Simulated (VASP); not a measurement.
Input of a VASP 6.6.1 run:

Contents of INCAR:

```
SYSTEM = Zr4Si8H
ALGO = Normal ; DIPOL = 0.5 0.5 0.480
EDIFF = 1E-6 ; ENCUT = 520
GGA = PS ; IDIPOL = 3
ISIF = 2 ; ISMEAR = 0
LASPH = .True. ; LCHARG = .False.
LDIPOL = .True. ; LREAL = .False.
LWAVE = .False. ; NBANDS = 52
NELM = 100 ; PREC = Accurate
SIGMA = 0.1
```

Contents of KPOINTS:

```
k-points
0
Gamma
  8 8 1
  0 0 0
```

Contents of POSCAR:

```
Zr4Si8H
1.0
    3.6567655750      0.0000000000      0.0000000000
    0.0000000000      3.6742585520      0.0000000000
    0.0000000000      0.0000000000     31.4530958601
Si Zr H
8 4 1
Direct
    0.2500000000      0.5000000000      0.2702436682
    0.7500000000      0.0000000000      0.2704583514
    0.2500000000      0.0000000000      0.3611375859
    0.7500000000      0.0000000000      0.4111138191
    0.2500000000      0.0000000000      0.5024279006
    0.7500000000      0.5000000000      0.5023556793
    0.2500000000      0.5000000000      0.5953667887
    0.7500000000      0.5000000000      0.6480932133
    0.7500000000      0.5000000000      0.3376312043
    0.2500000000      0.5000000000      0.4346202008
    0.7500000000      0.0000000000      0.5691137127
    0.2500000000      0.0000000000      0.6619846606
    0.2500000000      0.5000000000      0.6795951825
```

Potentials or basis: VASP PAW PBE potentials, release 64 (Si, Zr_sv, H).

Run with:

```bash
$ cat potpaw_PBE.64/Si/POTCAR potpaw_PBE.64/Zr_sv/POTCAR potpaw_PBE.64/H/POTCAR > POTCAR
$ mpirun -np 1 vasp_std > vasp.out
```

What does it give for the band gap on the k mesh?

Zero (an odd number of electrons rules out a gap without spin polarisation).

Estimate the largest force.

1.375 eV/Å.

Forces in eV/Å, atoms in the order of the input:
```
Si   0.000  0.000 -0.182
Si   0.000  0.000 -0.285
Si   0.000  0.000 -0.326
Si   0.000  0.000  0.073
Si   0.000  0.000  0.029
Si   0.000  0.000  0.066
Si   0.000  0.000 -0.390
Si   0.000  0.000 -0.709
Zr   0.000  0.000  0.690
Zr   0.000  0.000 -0.026
Zr   0.000  0.000 -0.205
Zr   0.000  0.000 -0.110
H    0.000  0.000  1.375
```

Caveat: the PAW data sets were made with another functional, which shifts forces and pressure a little.
